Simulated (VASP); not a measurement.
# Te (C2/m) in VASP: single point with LDA

Aim: the single point of Te with LDA.

Everything below comes from runs of VASP 6.6.1. Logs are shortened: lines on timing, memory, paths and dates and some standing lists are left out, and cuts for length are marked.

## (1) The cell of the first run

Symmetry: C2/m, No. 12, monoclinic system. The conventional cell has a = 8.299 Å, b = 4.648 Å, c = 3.959 Å, α = 90.00°, β = 91.85°, γ = 90.00°. Within 3.9 Å of Te (site symmetry m) lie 11 Te at 2.94 to 3.85 Å. Te (site symmetry 2/m) has 12 Te at 2.94 to 3.85 Å within 3.9 Å.

## (2) Single point, LDA (equal xx and yy strain of -2 %)

The input, INCAR:

```
PREC = Accurate
ENCUT = 520
EDIFF = 1E-7
ISMEAR = -1
SIGMA = 0.05
LREAL = F
LASPH = T
NELM = 100
ALGO = Normal
ISIF = 2
LWAVE = F
LCHARG = F
GGA = CA
NBANDS = 16
```

The input, KPOINTS:

```
regular mesh
0
Gamma
  8 8 8
```

The input, POSCAR:

```
Te
1.0
    4.1494180000     -2.3237760000      0.0000000000
    4.1494180000      2.3237760000      0.0000000000
   -0.1278410000      0.0000000000      3.9573500000
Te
3
Direct
    0.6760000000      0.6760000000      0.6750000000
    0.3240000000      0.3240000000      0.3250000000
    0.0000000000      0.0000000000      0.0000000000
```

Potentials or basis: VASP PAW LDA potentials, release 64 (Te).

Run with:

```sh
cat potpaw_LDA.64/Te/POTCAR > POTCAR
mpirun -np 1 vasp_std > vasp.out
```

OUTCAR:

```text
PREC = Accurate
   ENCUT = 520
   EDIFF = 1E-7
   ISMEAR = -1
   LREAL = F
   LASPH = T
   NELM = 100
   ISIF = 2
   GGA = CA

 ion  position               nearest neighbor table
   1  0.676  0.676  0.675-   3 2.94   2 2.99   2 2.99   3 3.05   3 3.05   2 3.19   2 3.65   2 3.65

   2  0.324  0.324  0.325-   3 2.94   1 2.99   1 2.99   3 3.05   3 3.05   1 3.19   1 3.65   1 3.65

   3  0.000  0.000  0.000-   1 2.94   2 2.94   1 3.05   1 3.05   2 3.05   2 3.05

  LATTYP: Found a base centered monoclinic cell.
 ALAT       =     8.2988360000
 B/A-ratio  =     0.5600245625
 C/A-ratio  =     0.4771047884
 COS(beta)  =    -0.0322878555

  Lattice vectors:

 A1 = (   4.1494180000,  -2.3237760000,   0.0000000000)
 A2 = (   4.1494180000,   2.3237760000,   0.0000000000)
 A3 = (  -0.1278410000,   0.0000000000,   3.9573500000)

Analysis of symmetry for initial positions (statically):
=====================================================================
 Subroutine PRICEL returns:
 Original cell was already a primitive cell.

 Routine SETGRP: Setting up the symmetry group for a
 base centered monoclinic supercell.

 Subroutine GETGRP returns: Found  4 space group operations
 (whereof  4 operations were pure point group operations)
 out of a pool of  4 trial point group operations.

The static configuration has the point symmetry C_2h.

Analysis of symmetry for dynamics (positions and initial velocities):
=====================================================================
 Subroutine PRICEL returns:
 Original cell was already a primitive cell.

 Routine SETGRP: Setting up the symmetry group for a
 base centered monoclinic supercell.

 Subroutine GETGRP returns: Found  4 space group operations
 (whereof  4 operations were pure point group operations)
 out of a pool of  4 trial point group operations.

The dynamic configuration has the point symmetry C_2h.

 Subroutine INISYM returns: Found  4 space group operations
 (whereof  4 operations are pure point group operations),
 and found     1 'primitive' translations

----------------------------------------------------------------------------------------

                                     Primitive cell

  volume of cell :      76.3161

  direct lattice vectors                    reciprocal lattice vectors
     4.149418000 -2.323776000  0.000000000     0.120498827 -0.215167038  0.003892678
     4.149418000  2.323776000  0.000000000     0.120498827  0.215167038  0.003892678
    -0.127841000  0.000000000  3.957350000     0.000000000  0.000000000  0.252694354

  length of vectors
     4.755796951  4.755796951  3.959414394     0.246641389  0.246641389  0.252694354

  position of ions in fractional coordinates (direct lattice)
     0.676000000  0.676000000  0.675000000
     0.324000000  0.324000000  0.325000000
     0.000000000  0.000000000  0.000000000

  ion indices of the primitive-cell ions
   primitive index   ion index
                 1           1
                 2           2
                 3           3

----------------------------------------------------------------------------------------

 KPOINTS: regular mesh

Automatic generation of k-mesh.
 Grid dimensions read from file:
 generate k-points for:    8    8    8

 Generating k-lattice:

  Cartesian coordinates                     Fractional coordinates (reciprocal lattice)
     0.015062353 -0.026895880  0.000486585     0.125000000  0.000000000  0.000000000
     0.015062353  0.026895880  0.000486585     0.000000000  0.125000000  0.000000000
     0.000000000  0.000000000  0.031586794     0.000000000  0.000000000  0.125000000

  Length of vectors
     0.030830174  0.030830174  0.031586794

  Shift w.r.t. Gamma in fractional coordinates (k-lattice)
     0.000000000  0.000000000  0.000000000

 Subroutine IBZKPT returns following result:
 ===========================================

 Found    150 irreducible k-points:

 Following reciprocal coordinates:
            Coordinates               Weight
  0.000000  0.000000  0.000000      1.000000
  0.125000 -0.000000 -0.000000      4.000000
  0.250000 -0.000000 -0.000000      4.000000
  0.375000 -0.000000 -0.000000      4.000000
  0.500000 -0.000000 -0.000000      2.000000
  0.125000  0.125000 -0.000000      2.000000
[... 16 lines left out ...]
  0.125000 -0.000000  0.125000      4.000000
  0.250000 -0.000000  0.125000      4.000000
 [... further k-points ...]
   k-points           NKPTS =    150   k-points in BZ     NKDIM =    150   number of bands    NBANDS=     16
   number of dos      NEDOS =    301   number of ions     NIONS =      3
   total plane-waves  NPLWV =  38880
   dimension x,y,z NGX =    36 NGY =   36 NGZ =   30
   dimension x,y,z NGXF=    72 NGYF=   72 NGZF=   60
   ions per type =               3
   NGX,Y,Z   is equivalent  to a cutoff of  12.58, 12.58, 12.60 a.u.
   NGXF,Y,Z  is equivalent  to a cutoff of  25.17, 25.17, 25.19 a.u.
 SYSTEM =  unknown system
   PREC   = accura    normal or accurate (medium, high low for compatibility)
   ISTART =      0    job   : 0-new  1-cont  2-samecut
   ICHARG =      2    charge: 1-file 2-atom 10-const
   ISPIN  =      1    spin polarized calculation?
   LNONCOLLINEAR =      F non collinear calculations
   LSORBIT =      F    spin-orbit coupling
   LASPH  =      T    aspherical Exc in radial PAW
   ENCUT  =  520.0 eV  38.22 Ry    6.18 a.u.   8.84  8.84  7.36*2*pi/ulx,y,z
   NELM   =    100;   NELMIN=  2; NELMDL= -5     # of ELM steps
   EDIFF  = 0.1E-06   stopping-criterion for ELM
   LREAL  =      F    real-space projection
   EDIFFG = 0.1E-05   stopping-criterion for IOM
   NSW    =      0    number of steps for IOM
   IBRION =     -1    ionic relax: 0-MD 1-quasi-New 2-CG
   NFREE  =      0    steps in history (QN), initial steepest desc. (CG)
   ISIF   =      2    stress and relaxation
   ISYM   =      2    0-nonsym 1-usesym 2-fastsym
   POTIM  = 0.5000    time-step for ionic-motion
   TEBEG  =    0.0;   TEEND  =   0.0 temperature during run
   PSTRESS=    0.0 pullay stress
   NELECT =      18.0000    total number of electrons
   NUPDOWN=      -1.0000    fix difference up-down
   EMIN   =  10.00;   EMAX   =-10.00  energy-range for DOS
   EFERMI =   0.00;   METHOD = LEGACY
   ISMEAR =    -1;   SIGMA  =   0.05  broadening in eV -4-tet -1-fermi 0-gaus
   EFERMI_NEDOS =   21; number of points for ismear=-14 and -15
   IALGO  =     38    algorithm
   IMIX   =      4    mixing-type and parameters
     AMIX     =   0.40;   BMIX     =  1.00
     AMIX_MAG =   1.60;   BMIX_MAG =  1.00
  volume/ion in A,a.u.               =      25.44       171.67
  Fermi-wavevector in a.u.,A,eV,Ry     =   1.011487  1.911434 13.920205  1.023106
  Thomas-Fermi vector in A             =   2.144540
   LORBIT       =      0    0 simple, 1 ext, 2 COOP (PROOUT), +10 PAW based schemes
   GGA     = CA    functional components
   LHFCALC =     F    Hartree Fock is set to
   AEXX    =    0.0000 exact exchange contribution
   IVDW    =     0    specifies the selected vdW correction
   LEPSILON=     F    determine dielectric tensor
   LRPA    =     F    only Hartree local field effects (RPA)
 non-spin polarized calculation
  energy-cutoff  :      520.00
  volume of cell :       76.32
 maximum number of plane-waves:      2082
   NGX = 17   NGY = 17   NGZ = 15

 number of electron      18.0000000 magnetization

 Free energy of the ion-electron system (eV)
  ---------------------------------------------------
  ext. energy  EPLUGINS =         0.00000000
  ---------------------------------------------------
  free energy    TOTEN  =       -10.98084432 eV

  energy without entropy =      -10.96706295  energy(sigma->0) =      -10.97395364

 E-fermi :   9.5628     XC(G=0): -10.6555

 val. band max:        9.5598118843   @ k =   0.3750   0.1250  -0.0000
 cond. band min:       9.5792290241   @ k =   0.3750  -0.0000   0.1250
 fundamental gap:      0.0194171399
 Fermi energy:         9.5628161123

 k-point     1 :       0.0000    0.0000    0.0000
  band No.  band energies     occupation
      1      -5.7018      2.00000
      2      -0.1018      2.00000
      3      -0.0472      2.00000
      4       4.6320      2.00000
      5       4.9269      2.00000
      6       5.4473      2.00000
[... 8 lines left out ...]
     15      16.5936      0.00000
     16      16.6671      0.00000

 k-point     2 :       0.1250   -0.0000   -0.0000
  band No.  band energies     occupation
      1      -5.5665      2.00000
      2      -0.3860      2.00000
      3      -0.2421      2.00000
      4       4.0388      2.00000
      5       4.5139      2.00000
      6       5.7964      2.00000
[... 8 lines left out ...]
     15      16.1815      0.00000
     16      16.8965      0.00000

 k-point     3 :       0.2500   -0.0000   -0.0000
  band No.  band energies     occupation
      1      -5.1629      2.00000
      2      -1.3037      2.00000
      3      -0.5390      2.00000
      4       3.4510      2.00000
      5       4.6208      2.00000
      6       6.2658      2.00000
[... 8 lines left out ...]
     15      15.7499      0.00000
     16      17.9575      0.00000

 k-point     4 :       0.3750   -0.0000   -0.0000
  band No.  band energies     occupation
      1      -4.5020      2.00000
      2      -2.4675      2.00000
      3      -0.7565      2.00000
      4       3.0371      2.00000
      5       5.4475      2.00000
      6       6.4951      2.00000
[... 8 lines left out ...]
     15      15.7530      0.00000
     16      16.4857      0.00000
[... 324 lines left out ...]
 k-point    22 :       0.0000    0.0000    0.1250
  band No.  band energies     occupation
      1      -5.5719      2.00000
      2      -0.8231      2.00000
      3       0.5248      2.00000
      4       4.6877      2.00000
      5       5.0124      2.00000
      6       5.5962      2.00000
[... 8 lines left out ...]
     15      15.3495      0.00000
     16      17.3269      0.00000

 k-point    23 :       0.1250   -0.0000    0.1250
  band No.  band energies     occupation
      1      -5.4325      2.00000
      2      -0.9799      2.00000
      3       0.2307      2.00000
      4       4.0020      2.00000
      5       4.3766      2.00000
      6       6.1204      2.00000
[... 8 lines left out ...]
     15      16.2152      0.00000
     16      16.7104      0.00000

 k-point    24 :       0.2500   -0.0000    0.1250
  band No.  band energies     occupation
      1      -5.0253      2.00000
      2      -1.5788      2.00000
      3      -0.2292      2.00000
      4       3.4967      2.00000
      5       3.7968      2.00000
      6       6.8401      2.00000
[... 8 lines left out ...]
     15      16.7260      0.00000
     16      17.5266      0.00000

 [... further k-points ...]

------------------------ aborting loop because EDIFF is reached ----------------------------------------

  FORCE on cell =-STRESS in cart. coord.  units (eV):
  Direction    XX          YY          ZZ          XY          YZ          ZX
  --------------------------------------------------------------------------------------
  -------------------------------------------------------------------------------------
  Total        4.5966570      4.6315480      4.0611073      0.0000000      0.0000000      0.4022167
  in kB       96.5021019     97.2346032     85.2587856      0.0000000      0.0000000      8.4441274
  external PRESSURE =      92.9984969 kB  Pullay stress =       0.0000000 kB

 VOLUME and BASIS-vectors are now :
 -----------------------------------------------------------------------------
  energy-cutoff  :      520.00
  volume of cell :       76.32
      direct lattice vectors                 reciprocal lattice vectors
     4.149418000 -2.323776000  0.000000000     0.120498827 -0.215167038  0.003892678
     4.149418000  2.323776000  0.000000000     0.120498827  0.215167038  0.003892678
    -0.127841000  0.000000000  3.957350000     0.000000000  0.000000000  0.252694354

 POSITION                                       TOTAL-FORCE (eV/Angst)
 -----------------------------------------------------------------------------------
      5.52372      0.00000      2.67121        -0.547758      0.000000     -0.234417
      2.64727      0.00000      1.28614         0.547758      0.000000      0.234417
      0.00000      0.00000      0.00000        -0.000000      0.000000      0.000000
 -----------------------------------------------------------------------------------
    total drift:                               -0.000000      0.000000      0.000000

  FREE ENERGIE OF THE ION-ELECTRON SYSTEM (eV)
  ---------------------------------------------------
  free  energy   TOTEN  =       -10.9808443199 eV

  energy  without entropy=      -10.9670629547  energy(sigma->0) =      -10.97395364
```

Run time: 60 s. Hardware: 1 thread of Intel Xeon Platinum 8488C (Sapphire Rapids), shared host; peak memory 0.26 GiB.

What came out:

| Item | Value |
| --- | --- |
| Free energy | -10.9808 eV |
| Pressure | 9.3 GPa |
| Largest force | 0.596 eV/Å |
| Band gap on the k mesh | zero (band 9 reaches 11.41 eV, above the bottom of band 10 at 7.62 eV) |

Forces in eV/Å, atoms in the order of the input:
```
Te  -0.548  0.000 -0.234
Te   0.548  0.000  0.234
Te   0.000  0.000  0.000
```

Levels at points of the mesh, in eV from the Fermi level:
| k point | band 7 | band 8 | band 9 | band 10 | band 11 | band 12 |
| --- | --- | --- | --- | --- | --- | --- |
| (0.00, 0.00, 0.00) | -4.09 | -2.44 | -2.11 | 1.57 | 2.93 | 3.29 |
| (0.50, 0.00, 0.00) | -2.90 | 0.15 | 0.21 | 0.42 | 0.89 | 2.58 |
| (0.50, 0.50, 0.00) | -2.51 | 0.43 | 0.57 | 0.65 | 0.73 | 2.17 |
| (0.00, 0.00, 0.50) | -2.69 | -1.99 | -1.98 | -1.95 | -1.76 | -1.17 |
| (0.50, 0.00, 0.50) | -4.08 | -3.94 | 1.84 | 2.05 | 2.09 | 3.34 |
| (0.50, 0.50, 0.50) | -4.07 | -3.91 | 1.70 | 1.89 | 2.44 | 2.79 |

Caveat: the cell differs from its parent crystal (equal xx and yy strain of -2 %); spin-orbit coupling is left out, which moves the levels of the heavy elements.
